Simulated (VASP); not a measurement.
Set up this calculation in VASP 6.6.1, as the native input.

| Property | Result |
| --- | --- |
| Task | single point |
| Functional | PBE |
| Potentials or basis | VASP PAW PBE potentials, release 64 (Hf_pv, N) |
| Cutoff | 520 eV |
| k mesh | 18 × 18 × 18 |
| Occupations | gaussian, width 0.15 eV |
| Spin | no spin polarisation |
| Dipole correction | no |
| Further INCAR settings | ALGO = Normal; EDIFF = 1e-06; NBANDS = 14 |

The structure of HfN lies in POSCAR:

```
HfN
1.0
    0.0000000000      2.2251150000      2.2590000000
    2.2251150000      0.0000000000      2.2590000000
    2.2251150000      2.2251150000      0.0000000000
Hf N
1 1
Direct
    0.0000000000      0.0000000000      0.0000000000
    0.5000000000      0.5000000000      0.5000000000
```

This cell differs from its parent crystal: strain -0.015 along x and y, +0.000 along z.

These files were run (other wordings do the same):

INCAR

```
SYSTEM = HfN
ALGO = Normal ; EDIFF = 1E-6
ENCUT = 520 ; GGA = PE
ISIF = 2 ; ISMEAR = 0
LASPH = .TRUE. ; LCHARG = .TRUE.
LELF = .TRUE. ; LREAL = .FALSE.
LVHAR = .TRUE. ; LWAVE = .FALSE.
NBANDS = 14 ; NELM = 60
PREC = Accurate ; SIGMA = 0.15
```

KPOINTS

```
k-points
0
G
  18 18 18
  0 0 0
```

Potentials or basis: VASP PAW PBE potentials, release 64 (Hf_pv, N).

The run is started by

```console
$ cat potpaw_PBE.64/Hf_pv/POTCAR potpaw_PBE.64/N/POTCAR > POTCAR
$ mpirun -np 1 vasp_std > vasp.out
```

It gave:

```
Pressure               : 12.3 GPa
Band gap on the k mesh : zero (an odd number of electrons rules out a gap without spin polarisation)
```

Caveat: the cell differs from its parent crystal (strain -0.015 along x and y, +0.000 along z); the stress differs along the axes, from 7 to 15 GPa; spin-orbit coupling is left out, which moves the levels of the heavy elements.

Wall time 2.4 min on 1 thread of Intel Xeon 8259CL (shared host), peak memory 0.27 GiB.
